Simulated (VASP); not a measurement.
# P in VASP: density of states with PBE

Aim: the density of states of P with PBE.

Everything below comes from runs of VASP 6.6.1. Logs are shortened: lines on timing, memory, paths and dates and some standing lists are left out, and cuts for length are marked.

**1. The cell of the first run**

The typed cell holds 1 atom: a = 2.445 Å, b = 2.445 Å, c = 2.444 Å, α = 90.00°, β = 90.00°, γ = 90.00°.

**2. Density of states, PBE**

The input, POSCAR:

```
P
1.0
    2.4445375307      0.0000000000      0.0000000000
    0.0000000000      2.4445375307      0.0000000000
    0.0000000000      0.0000000000      2.4443192841
P
1
Direct
    0.0000000000      0.0000000000      0.0000000000
```

The input, INCAR.step1:

```
SYSTEM = P
ALGO     = Normal         ! electronic algorithm
EDIFF    = 1E-6           ! SCF threshold, eV
ENCUT    = 520            ! plane-wave cutoff, eV
GGA      = PE             ! functional
ISIF     = 2              ! what is computed and relaxed
ISMEAR   = 0              ! smearing method
LASPH    = .True.         ! aspherical terms in the spheres
LCHARG   = .True.         ! write CHGCAR
LREAL    = .False.        ! projectors in reciprocal space
LWAVE    = .False.        ! write WAVECAR
NBANDS   = 8              ! bands
NELM     = 100            ! most SCF steps
PREC     = Accurate       ! precision mode
SIGMA    = 0.1            ! smearing width, eV
```

The input, KPOINTS.step1:

```
k-points
0
Gamma
  22 22 22
  0 0 0
```

The input, INCAR.step2:

```
SYSTEM = P
ALGO     = Normal         ! electronic algorithm
EDIFF    = 1E-6           ! SCF threshold, eV
ENCUT    = 520            ! plane-wave cutoff, eV
GGA      = PE             ! functional
ICHARG   = 11             ! starting density
ISIF     = 2              ! what is computed and relaxed
ISMEAR   = -5             ! smearing method
LASPH    = .True.         ! aspherical terms in the spheres
LCHARG   = .False.        ! write CHGCAR
LORBIT   = 11             ! projections on sites
LREAL    = .False.        ! projectors in reciprocal space
LWAVE    = .False.        ! write WAVECAR
NEDOS    = 2001           ! points of the DOS
NELM     = 100            ! most SCF steps
PREC     = Accurate       ! precision mode
SIGMA    = 0.1            ! smearing width, eV
```

The input, KPOINTS.step2:

```
k-points
0
Gamma
  33 33 33
  0 0 0
```

Potentials or basis: VASP PAW PBE potentials, release 64 (P).

On the command line:

```
$ cat potpaw_PBE.64/P/POTCAR > POTCAR
$ cp INCAR.step1 INCAR
$ cp KPOINTS.step1 KPOINTS
$ mpirun -np 1 vasp_std > vasp.out
$ cp INCAR.step2 INCAR
$ cp KPOINTS.step2 KPOINTS
$ mpirun -np 1 vasp_std > vasp.out
```

OUTCAR:

```text
SYSTEM = P
   EDIFF = 1E-6
   ENCUT = 520
   GGA = PE
   ICHARG = 11
   ISIF = 2
   ISMEAR = -5
   LASPH = .True.
   LORBIT = 11
   LREAL = .False.
   NELM = 100
   PREC = Accurate

 ion  position               nearest neighbor table
   1  0.000  0.000  0.000-

  LATTYP: Found a simple tetragonal cell.
 ALAT       =     2.4445375307
 C/A-ratio  =     0.9999107207

  Lattice vectors:

 A1 = (   2.4445375307,   0.0000000000,   0.0000000000)
 A2 = (   0.0000000000,   2.4445375307,   0.0000000000)
 A3 = (   0.0000000000,   0.0000000000,   2.4443192841)

Analysis of symmetry for initial positions (statically):
=====================================================================
 Subroutine PRICEL returns:
 Original cell was already a primitive cell.

 Routine SETGRP: Setting up the symmetry group for a
 simple tetragonal supercell.

 Subroutine GETGRP returns: Found 16 space group operations
 (whereof 16 operations were pure point group operations)
 out of a pool of 16 trial point group operations.

The static configuration has the point symmetry D_4h.

Analysis of symmetry for dynamics (positions and initial velocities):
=====================================================================
 Subroutine PRICEL returns:
 Original cell was already a primitive cell.

 Routine SETGRP: Setting up the symmetry group for a
 simple tetragonal supercell.

 Subroutine GETGRP returns: Found 16 space group operations
 (whereof 16 operations were pure point group operations)
 out of a pool of 16 trial point group operations.

The dynamic configuration has the point symmetry D_4h.

 Subroutine INISYM returns: Found 16 space group operations
 (whereof 16 operations are pure point group operations),
 and found     1 'primitive' translations

----------------------------------------------------------------------------------------

                                     Primitive cell

  volume of cell :      14.6067

  direct lattice vectors                    reciprocal lattice vectors
     2.444537531  0.000000000  0.000000000     0.409075331  0.000000000  0.000000000
     0.000000000  2.444537531  0.000000000     0.000000000  0.409075331  0.000000000
     0.000000000  0.000000000  2.444319284     0.000000000  0.000000000  0.409111856

  length of vectors
     2.444537531  2.444537531  2.444319284     0.409075331  0.409075331  0.409111856

  position of ions in fractional coordinates (direct lattice)
     0.000000000  0.000000000  0.000000000

  ion indices of the primitive-cell ions
   primitive index   ion index
                 1           1

----------------------------------------------------------------------------------------

 KPOINTS: k-points

Automatic generation of k-mesh.
 Grid dimensions read from file:
 generate k-points for:   33   33   33

 Generating k-lattice:

  Cartesian coordinates                     Fractional coordinates (reciprocal lattice)
     0.012396222  0.000000000  0.000000000     0.030303030  0.000000000  0.000000000
     0.000000000  0.012396222  0.000000000     0.000000000  0.030303030  0.000000000
     0.000000000  0.000000000  0.012397329     0.000000000  0.000000000  0.030303030

  Length of vectors
     0.012396222  0.012396222  0.012397329

  Shift w.r.t. Gamma in fractional coordinates (k-lattice)
     0.000000000  0.000000000  0.000000000

 TETIRR: Found  53839 inequivalent tetrahedra from   215622

 Subroutine IBZKPT returns following result:
 ===========================================

 Found   2601 irreducible k-points:

 Following reciprocal coordinates:
            Coordinates               Weight
  0.000000  0.000000  0.000000      1.000000
  0.030303  0.000000  0.000000      4.000000
  0.060606  0.000000  0.000000      4.000000
  0.090909  0.000000  0.000000      4.000000
  0.121212  0.000000  0.000000      4.000000
  0.151515  0.000000  0.000000      4.000000
[... 16 lines left out ...]
  0.181818  0.030303  0.000000      8.000000
  0.212121  0.030303  0.000000      8.000000
 [... further k-points ...]
   k-points           NKPTS =   2601   k-points in BZ     NKDIM =   2601   number of bands    NBANDS=      6
   number of dos      NEDOS =   2001   number of ions     NIONS =      1
   total plane-waves  NPLWV =   5832
   dimension x,y,z NGX =    18 NGY =   18 NGZ =   18
   dimension x,y,z NGXF=    36 NGYF=   36 NGZF=   36
   ions per type =               1
   NGX,Y,Z   is equivalent  to a cutoff of  12.24, 12.24, 12.24 a.u.
   NGXF,Y,Z  is equivalent  to a cutoff of  24.48, 24.48, 24.48 a.u.
 SYSTEM =  P
   PREC   = accura    normal or accurate (medium, high low for compatibility)
   ISTART =      0    job   : 0-new  1-cont  2-samecut
   ICHARG =     11    charge: 1-file 2-atom 10-const
   ISPIN  =      1    spin polarized calculation?
   LNONCOLLINEAR =      F non collinear calculations
   LSORBIT =      F    spin-orbit coupling
   LASPH  =      T    aspherical Exc in radial PAW
   ENCUT  =  520.0 eV  38.22 Ry    6.18 a.u.   4.55  4.55  4.54*2*pi/ulx,y,z
   NELM   =    100;   NELMIN=  2; NELMDL=  0     # of ELM steps
   EDIFF  = 0.1E-05   stopping-criterion for ELM
   LREAL  =      F    real-space projection
   EDIFFG = 0.1E-04   stopping-criterion for IOM
   NSW    =      0    number of steps for IOM
   IBRION =     -1    ionic relax: 0-MD 1-quasi-New 2-CG
   NFREE  =      0    steps in history (QN), initial steepest desc. (CG)
   ISIF   =      2    stress and relaxation
   ISYM   =      2    0-nonsym 1-usesym 2-fastsym
   POTIM  = 0.5000    time-step for ionic-motion
   TEBEG  =    0.0;   TEEND  =   0.0 temperature during run
   PSTRESS=    0.0 pullay stress
   NELECT =       5.0000    total number of electrons
   NUPDOWN=      -1.0000    fix difference up-down
   EMIN   =  10.00;   EMAX   =-10.00  energy-range for DOS
   EFERMI =   0.00;   METHOD = LEGACY
   ISMEAR =    -5;   SIGMA  =   0.10  broadening in eV -4-tet -1-fermi 0-gaus
   EFERMI_NEDOS =   21; number of points for ismear=-14 and -15
   IALGO  =     38    algorithm
   IMIX   =      4    mixing-type and parameters
     AMIX     =   0.40;   BMIX     =  1.00
     AMIX_MAG =   1.60;   BMIX_MAG =  1.00
  volume/ion in A,a.u.               =      14.61        98.57
  Fermi-wavevector in a.u.,A,eV,Ry     =   1.145199  2.164113 17.843786  1.311481
  Thomas-Fermi vector in A             =   2.281888
   LORBIT       =     11    0 simple, 1 ext, 2 COOP (PROOUT), +10 PAW based schemes
   GGA     = PE    functional components
   LHFCALC =     F    Hartree Fock is set to
   AEXX    =    0.0000 exact exchange contribution
   IVDW    =     0    specifies the selected vdW correction
   LEPSILON=     F    determine dielectric tensor
   LRPA    =     F    only Hartree local field effects (RPA)
 non-spin polarized calculation
 Fermi weights with tetrahedron method with Bloechl corrections
  energy-cutoff  :      520.00
  volume of cell :       14.61
 maximum number of plane-waves:       413

 number of electron       4.9999999 magnetization

 Free energy of the ion-electron system (eV)
  ---------------------------------------------------
  ext. energy  EPLUGINS =         0.00000000
  ---------------------------------------------------
  free energy    TOTEN  =        -5.27253866 eV

  energy without entropy =       -5.27253866  energy(sigma->0) =       -5.27253866

 E-fermi :   9.6147     XC(G=0): -11.2651

 val. band max:        9.6436784869   @ k =   0.3030   0.2121   0.2121
 cond. band min:       9.4621917224   @ k =   0.1818   0.1818   0.1818
 fundamental gap:     -0.1814867645
 Fermi energy:         9.6146887478

 k-point     1 :       0.0000    0.0000    0.0000
  band No.  band energies     occupation
      1      -6.8704      2.00000
      2      14.5975      0.00000
      3      14.5975      0.00000
      4      14.6012      0.00000
      5      16.4065      0.00000
      6      16.4076      0.00000

 k-point     2 :       0.0303    0.0000    0.0000
  band No.  band energies     occupation
      1      -6.8495      2.00000
      2      14.0577      0.00000
      3      14.6140      0.00000
      4      14.6177      0.00000
      5      16.4240      0.00000
      6      16.9224      0.00000

 k-point     3 :       0.0606    0.0000    0.0000
  band No.  band energies     occupation
      1      -6.7868      2.00000
      2      13.0710      0.00000
      3      14.6633      0.00000
      4      14.6671      0.00000
      5      16.4740      0.00000
      6      17.8310      0.00000

 k-point     4 :       0.0909    0.0000    0.0000
  band No.  band energies     occupation
      1      -6.6824      2.00000
      2      12.0015      0.00000
      3      14.7451      0.00000
      4      14.7489      0.00000
      5      16.5566      0.00000
      6      18.7544      0.00000

 k-point     5 :       0.1212    0.0000    0.0000
  band No.  band energies     occupation
      1      -6.5368      2.00000
      2      10.9189      0.00000
      3      14.8588      0.00000
      4      14.8625      0.00000
      5      16.6708      0.00000
      6      19.6068      0.00000

 k-point     6 :       0.1515    0.0000    0.0000
  band No.  band energies     occupation
      1      -6.3502      2.00000
      2       9.8455      0.43558
      3      15.0034      0.00000
      4      15.0071      0.00000
      5      16.8151      0.00000
      6      20.3607      0.00000

 k-point     7 :       0.1818    0.0000    0.0000
  band No.  band energies     occupation
      1      -6.1234      2.00000
      2       8.7919      2.11707
      3      15.1775      0.00000
      4      15.1812      0.00000
      5      16.9873      0.00000
      6      21.0188      0.00000

 k-point     8 :       0.2121    0.0000    0.0000
  band No.  band energies     occupation
      1      -5.8573      2.00000
      2       7.7650      2.00000
      3      15.3792      0.00000
      4      15.3829      0.00000
      5      17.1844      0.00000
      6      21.6033      0.00000
[... 91 lines left out ...]
 k-point    19 :       0.0606    0.0303    0.0000
  band No.  band energies     occupation
      1      -6.7658      2.00000
      2      13.0573      0.00000
      3      14.1945      0.00000
      4      14.6835      0.00000
      5      16.8438      0.00000
      6      17.9597      0.00000

 k-point    20 :       0.0909    0.0303    0.0000
  band No.  band energies     occupation
      1      -6.6615      2.00000
      2      12.0046      0.00000
      3      14.2683      0.00000
      4      14.7653      0.00000
      5      16.9399      0.00000
      6      18.8690      0.00000

 k-point    21 :       0.1212    0.0303    0.0000
  band No.  band energies     occupation
      1      -6.5158      2.00000
      2      10.9286      0.00000
      3      14.3808      0.00000
      4      14.8789      0.00000
      5      17.0581      0.00000
      6      19.7215      0.00000

 k-point    22 :       0.1515    0.0303    0.0000
  band No.  band energies     occupation
      1      -6.3293      2.00000
      2       9.8586      0.41513
      3      14.5263      0.00000
      4      15.0235      0.00000
      5      17.2040      0.00000
      6      20.4788      0.00000

 k-point    23 :       0.1818    0.0303    0.0000
  band No.  band energies     occupation
      1      -6.1025      2.00000
      2       8.8070      2.11197
      3      14.7021      0.00000
      4      15.1975      0.00000
      5      17.3768      0.00000
      6      21.1392      0.00000

 k-point    24 :       0.2121    0.0303    0.0000
  band No.  band energies     occupation
      1      -5.8364      2.00000
      2       7.7813      2.00000
      3      14.9060      0.00000
      4      15.3992      0.00000
      5      17.5744      0.00000
      6      21.7225      0.00000

 [... further k-points ...]

------------------------ aborting loop because EDIFF is reached ----------------------------------------

  FORCE on cell =-STRESS in cart. coord.  units (eV):
  Direction    XX          YY          ZZ          XY          YZ          ZX
  --------------------------------------------------------------------------------------
  -------------------------------------------------------------------------------------
  Total        0.0011758      0.0011758      0.0022507      0.0000000      0.0000000     -0.0000000
  in kB        0.1289746      0.1289746      0.2468764      0.0000000      0.0000000     -0.0000000
  external PRESSURE =       0.1682752 kB  Pullay stress =       0.0000000 kB

 VOLUME and BASIS-vectors are now :
 -----------------------------------------------------------------------------
  energy-cutoff  :      520.00
  volume of cell :       14.61
      direct lattice vectors                 reciprocal lattice vectors
     2.444537531  0.000000000  0.000000000     0.409075331  0.000000000  0.000000000
     0.000000000  2.444537531  0.000000000     0.000000000  0.409075331  0.000000000
     0.000000000  0.000000000  2.444319284     0.000000000  0.000000000  0.409111856

 POSITION                                       TOTAL-FORCE (eV/Angst)
 -----------------------------------------------------------------------------------
      0.00000      0.00000      0.00000         0.000000      0.000000      0.000000
 -----------------------------------------------------------------------------------
    total drift:                               -0.000000      0.000000     -0.000000

  FREE ENERGIE OF THE ION-ELECTRON SYSTEM (eV)
  ---------------------------------------------------
  free  energy   TOTEN  =        -5.2725386615 eV

  energy  without entropy=       -5.2725386615  energy(sigma->0) =       -5.27253866

 total charge

# of ion       s       p       d       tot
------------------------------------------
    1        1.072   1.325   0.000   2.397
```

It took 90 s on 1 thread of AMD EPYC 9R45 (Zen 5), shared host; peak memory 0.33 GiB.

Results:

* Valence electrons inside the program's atomic spheres: P 2.40

Caveat: tetrahedron occupations give inexact forces and stress in metals.
